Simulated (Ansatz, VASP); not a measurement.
**CsCl: VASP beside Ansatz**

File INCAR:

```
ALGO = Normal
EDIFF = 1E-6
ENCUT = 500
GGA_COMPAT = False
ISIF = 2
ISMEAR = 0
LASPH = True
LCHARG = False
LREAL = False
LWAVE = False
NBANDS = 15
NELM = 120
PREC = Accurate
SIGMA = 0.01
```

Contents of KPOINTS:

```
k-points
0
Gamma
  6 6 6
```

The input POSCAR:

```
CsCl
1.0
    4.1230000000      0.0000000000      0.0000000000
    0.0000000000      4.1230000000      0.0000000000
    0.0000000000      0.0000000000      4.1230000000
Cs Cl
1 1
Direct
    0.0000000000      0.0000000000      0.0000000000
    0.5000000000      0.5000000000      0.5000000000
```

Input for Ansatz:

```yaml
crystal:
  lattice:
    - [4.123, 0.0, 0.0]
    - [0.0, 4.123, 0.0]
    - [0.0, 0.0, 4.123]
  atoms:
    - { symbol: Cs, position: [0.0, 0.0, 0.0] }
    - { symbol: Cl, position: [0.5, 0.5, 0.5] }
kpoints:
  mp_grid: { grid: [6, 6, 6] }
scf:
  occupations: { method: fixed }
hamiltonian:
  xc: lda
  pseudopotentials: { kind: all_electron, lapw: { basis_error: 0.001 } }
output:
  forces: true
  stress: true
  eigenvalues: true
  eigenstates:
    nscf_kmesh: { grid: [12, 12, 12] }
    de_dk: true
    e_range: [-9, 14.84953]
  optics:
    e_range: [0, 25]
    de: 0.2
    sigma: 0.15
    bands: { spectra_wanted_up_to: 25 }
    nscf_kmesh: { grid: [12, 12, 12] }
checkpoint:
  write: ck
  write_wavefunctions: false
```

Alike in both runs: task single point; functional LDA; k mesh 6 × 6 × 6; no spin polarisation.

|  | VASP | Ansatz |
| --- | --- | --- |
| version | VASP 6.6.1 | Ansatz 0.2.0 |
| potentials or method | VASP PAW LDA potentials, release 64 (Cs_sv, Cl), cutoff 500 eV | all-electron LAPW, scalar-relativistic |
| occupations | gaussian, width 0.01 eV | fixed |

```tsv
	VASP	Ansatz	Ansatz less VASP
gap on the k mesh at the Fermi level (eV)	4.85	4.85	-0.005
pressure (GPa)	-2.1	-2.1	-0.03
```

LDA's correlation is that of Perdew and Zunger in VASP and of Perdew and Wang (1992) in Ansatz. Ansatz ran all-electron here, and VASP with PAW potentials.

Spin-orbit coupling is off throughout.
